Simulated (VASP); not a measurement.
# LaAl3As2H6O14 (R-3m) in VASP: electric field gradients with PBE

Aim: the electric field gradients of LaAl3As2H6O14 with PBE.

Everything below comes from runs of VASP 6.6.1. Logs are shortened: lines on timing, memory, paths and dates and some standing lists are left out, and cuts for length are marked.

## Step 1: The cell of the first run

Symmetry: R-3m, No. 166, trigonal system. The conventional cell has a = 7.032 Å, b = 7.032 Å, c = 16.515 Å, α = 90.00°, β = 90.00°, γ = 120.00°. La (site symmetry -3m) has 12 O at 2.65 to 2.71 Å and 6 H at 3.11 Å and 6 Al at 3.42 Å within 3.5 Å. Within 2.5 Å of Al (site symmetry 2/m) lie 6 O at 1.89 to 1.91 Å and 4 H at 2.33 Å. H (site symmetry m) has 1 O at 0.90 Å within 1.2 Å. Within 2.2 Å of As (site symmetry 3m) lie 4 O at 1.65 to 1.68 Å. Within 2.2 Å of O (site symmetry 3m) lie 1 As at 1.65 Å and 3 H at 1.83 Å. Within 2.2 Å of O (site symmetry m) lie 1 As at 1.68 Å and 1 Al at 1.91 Å. Within 1.2 Å of O (site symmetry m) lie 1 H at 0.90 Å.

## Step 2: Electric field gradients, PBE

INCAR reads:

```
ALGO = Normal
EDIFF = 1E-8
ENCUT = 520
GGA = PE
GGA_COMPAT = False
ISIF = 2
ISMEAR = -1
LASPH = True
LCHARG = False
LEFG = True
LMAXMIX = 6
LREAL = Auto
LWAVE = False
NBANDS = 89
NELM = 200
PREC = Accurate
SIGMA = 0.02
```

KPOINTS reads:

```
k-points
0
Gamma
  4 4 4
```

POSCAR reads:

```
LaAl3As2H6O14
1.0
    3.5158000000      2.0298480764      5.5050333333
   -3.5158000000      2.0298480764      5.5050333333
    0.0000000000     -4.0596961528      5.5050333333
La Al H As O
1 3 6 2 14
Direct
    0.0000000000      0.0000000000      0.0000000000
    0.0000000000      0.0000000000      0.5000000000
    0.5000000000      0.0000000000      0.0000000000
    0.0000000000      0.5000000000      0.0000000000
    0.3160000000      0.7340000000      0.3160000000
    0.3160000000      0.3160000000      0.7340000000
    0.7340000000      0.3160000000      0.3160000000
    0.6840000000      0.2660000000      0.6840000000
    0.2660000000      0.6840000000      0.6840000000
    0.6840000000      0.6840000000      0.2660000000
    0.3149200000      0.3149200000      0.3149200000
    0.6850800000      0.6850800000      0.6850800000
    0.5854300000      0.5854300000      0.5854300000
    0.4145700000      0.4145700000      0.4145700000
    0.1502200000      0.5357600000      0.1502200000
    0.1502200000      0.1502200000      0.5357600000
    0.5357600000      0.1502200000      0.1502200000
    0.8497800000      0.4642400000      0.8497800000
    0.4642400000      0.8497800000      0.8497800000
    0.8497800000      0.8497800000      0.4642400000
    0.2597400000      0.8915500000      0.2597400000
    0.2597400000      0.2597400000      0.8915500000
    0.8915500000      0.2597400000      0.2597400000
    0.7402600000      0.1084500000      0.7402600000
    0.1084500000      0.7402600000      0.7402600000
    0.7402600000      0.7402600000      0.1084500000
```

Potentials or basis: VASP PAW PBE potentials, release 64 (La, Al, H, As_d, O).

Started as:

```
$ cat potpaw_PBE.64/La/POTCAR potpaw_PBE.64/Al/POTCAR potpaw_PBE.64/H/POTCAR potpaw_PBE.64/As_d/POTCAR potpaw_PBE.64/O/POTCAR > POTCAR
$ mpirun -np 1 vasp_std > vasp.out
```

OUTCAR:

```text
EDIFF = 1E-8
   ENCUT = 520
   GGA = PE
   ISIF = 2
   ISMEAR = -1
   LASPH = True
   LREAL = Auto
   NELM = 200
   PREC = Accurate

 ion  position               nearest neighbor table
   1  0.000  0.000  0.000-  16 2.65  20 2.65  17 2.65  18 2.65  19 2.65  15 2.65  22 2.71  26 2.71
                            23 2.71  24 2.71  25 2.71  21 2.71   2 3.42   2 3.42   4 3.42   3 3.42
   2  0.000  0.000  0.500-  21 1.89  23 1.89  24 1.89  25 1.89  16 1.91  20 1.91   1 3.42   1 3.42

   3  0.500  0.000  0.000-  21 1.89  24 1.89  22 1.89  26 1.89  17 1.91  19 1.91   1 3.42   1 3.42

   4  0.000  0.500  0.000-  23 1.89  25 1.89  22 1.89  26 1.89  15 1.91  18 1.91   1 3.42   1 3.42
[... 9 lines left out ...]
  13  0.585  0.585  0.585-  12 1.65
  14  0.415  0.415  0.415-  11 1.65
  15  0.150  0.536  0.150-  11 1.68   4 1.91   1 2.65
  16  0.150  0.150  0.536-  11 1.68   2 1.91   1 2.65
  17  0.536  0.150  0.150-  11 1.68   3 1.91   1 2.65
  18  0.850  0.464  0.850-  12 1.68   4 1.91   1 2.65
  19  0.464  0.850  0.850-  12 1.68   3 1.91   1 2.65
  20  0.850  0.850  0.464-  12 1.68   2 1.91   1 2.65
  21  0.260  0.892  0.260-   5 0.90   3 1.89   2 1.89   1 2.71
  22  0.260  0.260  0.892-   6 0.90   4 1.89   3 1.89   1 2.71
  23  0.892  0.260  0.260-   7 0.90   4 1.89   2 1.89   1 2.71
  24  0.740  0.108  0.740-   8 0.90   3 1.89   2 1.89   1 2.71
  25  0.108  0.740  0.740-   9 0.90   4 1.89   2 1.89   1 2.71
  26  0.740  0.740  0.108-  10 0.90   4 1.89   3 1.89   1 2.71

  LATTYP: Found a trigonal (rhomboedric) cell.
 ALAT       =     6.8400676060
 COS(alpha) =     0.4716064218

  Lattice vectors:

 A1 = (   3.5158000000,   2.0298480764,   5.5050333333)
 A2 = (  -3.5158000000,   2.0298480764,   5.5050333333)
 A3 = (   0.0000000000,  -4.0596961528,   5.5050333333)

Analysis of symmetry for initial positions (statically):
=====================================================================
 Subroutine PRICEL returns:
 Original cell was already a primitive cell.

 Routine SETGRP: Setting up the symmetry group for a
 trigonal (rhombohedral) supercell.

 Subroutine GETGRP returns: Found 12 space group operations
 (whereof 12 operations were pure point group operations)
 out of a pool of 12 trial point group operations.
[... 1313 lines left out ...]

  FORCE on cell =-STRESS in cart. coord.  units (eV):
  Direction    XX          YY          ZZ          XY          YZ          ZX
  --------------------------------------------------------------------------------------
  -------------------------------------------------------------------------------------
  Total       25.5263938     25.5263938     12.6466487      0.0000000      0.0000000     -0.0000000
  in kB      173.5006664    173.5006664     85.9581653      0.0000000      0.0000000     -0.0000000
  external PRESSURE =     144.3198327 kB  Pullay stress =       0.0000000 kB

 VOLUME and BASIS-vectors are now :
 -----------------------------------------------------------------------------
  energy-cutoff  :      520.00
  volume of cell :      235.72
      direct lattice vectors                 reciprocal lattice vectors
     3.515800000  2.029848076  5.505033333     0.142215143  0.082107951  0.060550648
    -3.515800000  2.029848076  5.505033333    -0.142215143  0.082107951  0.060550648
     0.000000000 -4.059696153  5.505033333     0.000000000 -0.164215902  0.060550648

 POSITION                                       TOTAL-FORCE (eV/Angst)
 -----------------------------------------------------------------------------------
      0.00000      0.00000      0.00000         0.000000     -0.000000      0.000000
      0.00000     -2.02985      2.75252         0.000000     -0.000000      0.000000
      1.75790      1.01492      2.75252         0.000000     -0.000000      0.000000
     -1.75790      1.01492      2.75252         0.000000     -0.000000      0.000000
     -1.46960      0.84848      7.51988         4.484162     -2.588932     -1.690699
      0.00000     -1.69695      7.51988         0.000000      5.177864     -1.690699
[... 18 lines left out ...]
     -2.22132     -1.28248      8.74733        -4.215262     -2.433683     -1.520302
      0.00000      2.56496      8.74733         0.000000      4.867366     -1.520302
 -----------------------------------------------------------------------------------
    total drift:                               -0.000000     -0.000000      0.000000

  FREE ENERGIE OF THE ION-ELECTRON SYSTEM (eV)
  ---------------------------------------------------
  free  energy   TOTEN  =      -165.0857216792 eV

  energy  without entropy=     -165.0857216792  energy(sigma->0) =     -165.08572168

 Electric field gradients (V/A^2)
---------------------------------------------------------------------
 ion       V_xx      V_yy      V_zz      V_xy      V_xz      V_yz
---------------------------------------------------------------------
   1       4.761     4.761    -9.521     0.000     0.000    -0.000
   2      -2.080    -0.230     2.310    -0.000    -0.000     5.741
   3      -0.692    -1.618     2.310     0.801    -4.972    -2.871
   4      -0.692    -1.618     2.310    -0.801     4.972    -2.871
   5      33.865    -8.413   -25.452   -36.613   -21.438    12.377
   6     -29.551    55.004   -25.452    -0.000     0.000   -24.755
[... 18 lines left out ...]
  25      47.373    10.080   -57.453    32.297    33.875    19.558
  26      -8.567    66.019   -57.453    -0.000     0.000   -39.116
---------------------------------------------------------------------

 Electric field gradients after diagonalization (V/A^2)
 (convention: |V_zz| > |V_xx| > |V_yy|)
----------------------------------------------------------------------
 ion       V_xx      V_yy      V_zz     asymmetry (V_yy - V_xx)/ V_zz
----------------------------------------------------------------------
   1       4.761     4.761    -9.521       0.000
   2      -4.840    -2.080     6.920       0.399
   3      -4.840    -2.080     6.920       0.399
   4      -4.840    -2.080     6.920       0.399
   5     -32.459   -29.551    62.010       0.047
   6     -32.459   -29.551    62.010       0.047
[... 18 lines left out ...]
  25     -68.801    -8.567    77.368       0.779
  26     -68.801    -8.567    77.368       0.779
----------------------------------------------------------------------

           NMR quadrupolar parameters

 Cq : quadrupolar parameter    Cq=e*Q*V_zz/h
 eta: asymmetry parameters     (V_yy - V_xx)/ V_zz
 Q  : nuclear electric quadrupole moment in mb (millibarn)
----------------------------------------------------------------------
 ion       Cq(MHz)       eta       Q (mb)
----------------------------------------------------------------------
   1      -0.023       0.000       1.000
   2       0.017       0.399       1.000
   3       0.017       0.399       1.000
   4       0.017       0.399       1.000
   5       0.150       0.047       1.000
   6       0.150       0.047       1.000
[... 18 lines left out ...]
  25       0.187       0.779       1.000
  26       0.187       0.779       1.000
----------------------------------------------------------------------
```

stdout:

```text
POSCAR found type information on POSCAR LaAlH AsO
 POSCAR found :  5 types and      26 ions
 scaLAPACK will be used
 LDA part: xc-table for (Slater+PW92), standard interpolation
 POSCAR, INCAR and KPOINTS ok, starting setup
 FFT: planning ... GRIDC
 FFT: planning ... GRID_SOFT
 FFT: planning ... GRID
 WAVECAR not read
 entering main loop
ion   1

ion   2

ion   3
     0.0000349    -0.0210776     0.2070294    -0.1144561     0.3585855    -0.0121691
     0.0000480    -0.0210776     0.2070294    -0.1144561     0.3585855    -0.0121691
     0.0000661    -0.0210776     0.2070295    -0.1144561     0.3585855    -0.0121691
     0.0000910    -0.0210776     0.2070295    -0.1144561     0.3585855    -0.0121691

     0.0000349    -0.7515074     2.6551858    -2.0535249     4.5989167    -0.4338830
     0.0000480    -0.7515067     2.6551836    -2.0535231     4.5989129    -0.4338826
     0.0000661    -0.7515056     2.6551799    -2.0535202     4.5989065    -0.4338820
     0.0000910    -0.7515038     2.6551739    -2.0535153     4.5988960    -0.4338809
[... 116 lines left out ...]
ion  21
     0.0000293     6.3736191    -4.1151895    10.9924475     7.1277173    -3.6798107
     0.0000403     6.3736191    -4.1151895    10.9924474     7.1277172    -3.6798107
     0.0000555     6.3736190    -4.1151894    10.9924473     7.1277171    -3.6798106
     0.0000765     6.3736188    -4.1151893    10.9924469     7.1277169    -3.6798105

     0.0000293    24.2410586   -15.3935056    40.0229399    26.6623338   -13.9955817
     0.0000403    24.2410540   -15.3935027    40.0229325    26.6623288   -13.9955791
     0.0000555    24.2410463   -15.3934978    40.0229199    26.6623204   -13.9955746
     0.0000765    24.2410333   -15.3934896    40.0228988    26.6
```

It took 9.6 min on 1 thread of AMD EPYC 9R45 (Zen 5), shared host; peak memory 0.49 GiB.

What came out:

```yaml
Free_energy: -165.0857 eV
Pressure: 14.4 GPa
Largest_force: 5.447 eV/Å
Band_gap_on_the_k_mesh: 4.42 eV (least direct gap 4.44 eV)
Largest_electric_field_gradient_by_atom: La -9.5; Al +6.9; H +62.0; As -57.6; O +130.6, +118.3, +77.4 (each value once) V/Å²
```

Forces in eV/Å, atoms in the order of the input:
```
La   0.000  0.000  0.000
Al   0.000  0.000  0.000
Al   0.000  0.000  0.000
Al   0.000  0.000  0.000
H    4.484 -2.589 -1.691
H    0.000  5.178 -1.691
H   -4.484 -2.589 -1.691
H   -4.484  2.589  1.691
H    4.484  2.589  1.691
H    0.000 -5.178  1.691
As   0.000  0.000  0.913
As   0.000  0.000 -0.913
O    0.000  0.000 -0.925
O    0.000  0.000  0.925
O   -1.013  0.585 -0.557
O    0.000 -1.170 -0.557
O    1.013  0.585 -0.557
O    1.013 -0.585  0.557
O   -1.013 -0.585  0.557
O    0.000  1.170  0.557
O   -4.215  2.434  1.520
O    0.000 -4.867  1.520
O    4.215  2.434  1.520
O    4.215 -2.434 -1.520
O   -4.215 -2.434 -1.520
O    0.000  4.867 -1.520
```

Electric field gradients, principal values (V/Å²):
```csv
atom,least,middle,greatest (by size)
1 La,4.761,4.761,-9.521
2 Al,-2.080,-4.840,6.920
3 Al,-2.080,-4.840,6.920
4 Al,-2.080,-4.840,6.920
5 H,-29.551,-32.459,62.010
6 H,-29.551,-32.459,62.010
7 H,-29.551,-32.459,62.010
8 H,-29.551,-32.459,62.010
9 H,-29.551,-32.459,62.010
10 H,-29.551,-32.459,62.010
11 As,28.809,28.809,-57.619
12 As,28.809,28.809,-57.619
13 O,-65.296,-65.296,130.593
14 O,-65.296,-65.296,130.593
15 O,-29.757,-88.523,118.280
16 O,-29.757,-88.523,118.280
17 O,-29.757,-88.523,118.280
18 O,-29.757,-88.523,118.280
19 O,-29.757,-88.523,118.280
20 O,-29.757,-88.523,118.280
21 O,-8.567,-68.801,77.368
22 O,-8.567,-68.801,77.368
23 O,-8.567,-68.801,77.368
24 O,-8.567,-68.801,77.368
25 O,-8.567,-68.801,77.368
26 O,-8.567,-68.801,77.368
```

Caveat: the stress differs along the axes, from 9 to 17 GPa; without QUAD_EFG the Cq values of the log hold for a quadrupole moment of 1 mb, not for the nuclei; spin-orbit coupling is left out, which moves the levels of the heavy elements; forces of over 1 eV/Å act on the atoms, so gaps and moduli don't describe the material at rest.
